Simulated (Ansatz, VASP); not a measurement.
# MnS: VASP beside Ansatz

File POSCAR:

```
MnS
1.0
    0.0000000000      2.5692997390      2.5692997390
    2.5692997390      0.0000000000      2.5692997390
    2.5692997390      2.5692997390      0.0000000000
Mn S
1 1
Direct
    0.0000000000      0.0000000000      0.0000000000
    0.5000000000      0.5000000000      0.5000000000
```

Contents of INCAR.step1:

```
SYSTEM = MnS
  PREC = Accurate
  ENCUT = 520
  ISMEAR = -1
  SIGMA = 0.05
  LREAL = .FALSE.
  LASPH = .TRUE.
  NELM = 150
  ISPIN = 2
  MAGMOM = 4 0
  LMAXMIX = 4
  NBANDS = 20
  GGA = PE
  ALGO = Normal
  EDIFF = 1E-4
  LWAVE = .TRUE.
  LCHARG = .FALSE.
```

INCAR.step2

```
SYSTEM = MnS
  PREC = Accurate
  ENCUT = 520
  EDIFF = 1E-7
  ISMEAR = -1
  SIGMA = 0.05
  LREAL = .FALSE.
  LASPH = .TRUE.
  NELM = 150
  ALGO = Normal
  ISIF = 2
  LWAVE = .FALSE.
  LCHARG = .FALSE.
  ISPIN = 2
  MAGMOM = 4 0
  LORBIT = 11
  LMAXMIX = 4
  METAGGA = R2SCAN
  LMIXTAU = .TRUE.
  IVDW = 13
  VDW_S6 = 1.0
  VDW_S8 = 0.6018749
  VDW_A1 = 0.51559235
  VDW_A2 = 5.77342911
  NBANDS = 20
  ISTART = 1
```

KPOINTS

```
regular mesh
0
G
  9 9 9
  0 0 0
```

File input.yaml:

```yaml
crystal:
  lattice:
    - [0.0, 2.569299739, 2.569299739]
    - [2.569299739, 0.0, 2.569299739]
    - [2.569299739, 2.569299739, 0.0]
  atoms:
    - { symbol: Mn, position: [0.0, 0.0, 0.0], spin: 4.0 }
    - { symbol: S, position: [0.5, 0.5, 0.5] }
hamiltonian:
  xc: r2scan
  pseudopotentials: { kind: paw }
  dispersion: d4
magnetization:
  spin_polarized: true
kpoints:
  mp_grid: { grid: [9, 9, 9] }
scf:
  occupations: { method: fermi_dirac, width: 0.05 }
output:
  forces: true
  stress: true
  eigenvalues: true
```

Alike in both runs: task single point; functional r2SCAN; dispersion D4; k mesh 9 × 9 × 9; occupations fermi-dirac, width 0.05 eV; collinear spin.

|  | VASP | Ansatz |
| --- | --- | --- |
| version | VASP 6.6.1 | Ansatz 0.2.0 |
| potentials or method | VASP PAW PBE potentials, release 64 (Mn_pv, S) | Ansatz PAW |
| plane-wave cutoff (eV) | 520 | 500 |
| valence electrons in the cell | 19 | 21 |

VASP gave:

```
gap on the k mesh at the Fermi level (eV)                     : none
pressure (GPa)                                                : 2.3
net moment per atom (μB)                                      : 2.46
size of the moment on the site where the two differ most (μB) : 4.45
```

**Question.** What did Ansatz give for the same quantities?

**Answer.** gap on the k mesh at the Fermi level (eV): none; pressure (GPa): 2.3; net moment per atom (μB): 2.46; size of the moment on the site where the two differ most (μB): 4.39.

VASP's potentials were made for PBE, not for r2SCAN. Site moments also hang on the region over which each program counts them. A gap of «none» marks a metal or a gap that the smearing closes. VASP's potentials hold 19 valence electrons a cell and Ansatz's 21, so a difference there can come from the potentials and not from the codes.

Noted on Ansatz's run: the magnetic or orbital state may not be the lowest.
